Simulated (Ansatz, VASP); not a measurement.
# Al in VASP and in Ansatz

The input INCAR:

```
PREC = Accurate ; ENCUT = 520
EDIFF = 1E-6 ; ISMEAR = 0
SIGMA = 0.15 ; LREAL = False
LASPH = True ; NELM = 80
ALGO = Fast ; ISIF = 2
LWAVE = False ; LCHARG = True
GGA = PE ; IVDW = 12
LELF = True ; LVHAR = True
NBANDS = 14
```

The input KPOINTS:

```
regular mesh
0
Gamma
  18 18 4
```

The input POSCAR:

```
Al
1.0
    2.8538000000      0.0000000000      0.0000000000
   -1.4269000000      2.4714632973      0.0000000000
    0.0000000000      0.0000000000     10.4387000000
Al
4
Direct
    0.0000000000      0.0000000000      0.0000000000
    0.3333333333      0.6666666667      0.2500000000
    0.0000000000      0.0000000000      0.5000000000
    0.6666666667      0.3333333333      0.7500000000
```

Input for Ansatz:

```yaml
crystal:
  lattice:
    - [2.8538, 0.0, 0.0]
    - [-1.4269, 2.4714632973, 0.0]
    - [0.0, 0.0, 10.4387]
  atoms:
    - { symbol: Al, position: [0.0, 0.0, 0.0] }
    - { symbol: Al, position: [0.3333333333, 0.6666666667, 0.25] }
    - { symbol: Al, position: [0.0, 0.0, 0.5] }
    - { symbol: Al, position: [0.6666666667, 0.3333333333, 0.75] }
basis:
  ecutwfc: 420
kpoints:
  mp_grid: { grid: [18, 18, 4] }
hamiltonian:
  xc: pbe
  pseudopotentials: { kind: paw, azcp: { folder: soft_1 } }
  dispersion: d3bj
scf:
  occupations: { method: gaussian, width: 0.15 }
output:
  forces: true
  stress: true
  eigenvalues: true
```

Alike in both runs: task single point; functional PBE; dispersion D3(BJ); k mesh 18 × 18 × 4; occupations gaussian, width 0.15 eV; no spin polarisation.

|  | VASP | Ansatz |
| --- | --- | --- |
| version | VASP 6.6.1 | Ansatz 0.2.0 |
| potentials or method | VASP PAW PBE potentials, release 64 (Al), cutoff 520 eV | scalar-relativistic, plane waves, PAW |
| valence electrons in the cell | 12 | 12 |

```csv
,VASP,Ansatz,Ansatz less VASP
gap on the k mesh at the Fermi level (eV),none,none,-
pressure (GPa),-8.1,-8.1,+0.01
"traceless stress, the component that is largest in VASP (GPa)",-2.60,-2.60,-0.007
```

A gap of «none» marks a metal or a gap that the smearing closes.
